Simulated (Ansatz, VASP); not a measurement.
## One calculation of Os, two programs

```
Os
1.0
     2.71752    0.00000    0.00000
    -1.35876    2.35345    0.00000
     0.00000    0.00000    4.28446
Os
2
Direct
  0.33333 0.66667 0.25000
  0.66667 0.33333 0.75000
```

Alike in both runs: functional LDA; k mesh 13 × 13 × 7; occupations fermi-dirac, width 0.1 eV; no spin polarisation.

Ansatz relaxed the structure, and its values are those at the end. VASP's run is a single point on that final structure, the one shown.

|  | VASP | Ansatz |
| --- | --- | --- |
| version | VASP 6.6.1 | Ansatz 0.2.0 |
| potentials or method | VASP PAW LDA potentials, release 64 (Os), cutoff 520 eV | plane waves (420 eV) with PAW, scalar-relativistic |
| valence electrons in the cell | 16 | 32 |

```csv
,VASP,Ansatz,Ansatz less VASP
pressure (GPa),1.0,0.0,-1.00
```

Ansatz warns that its potentials were made for another functional, while VASP's fit it. LDA's correlation is that of Perdew and Zunger in VASP and of Perdew and Wang (1992) in Ansatz. VASP's potentials hold 16 valence electrons a cell and Ansatz's 32, so a difference there can come from the potentials and not from the codes.

Spin-orbit coupling is off throughout.
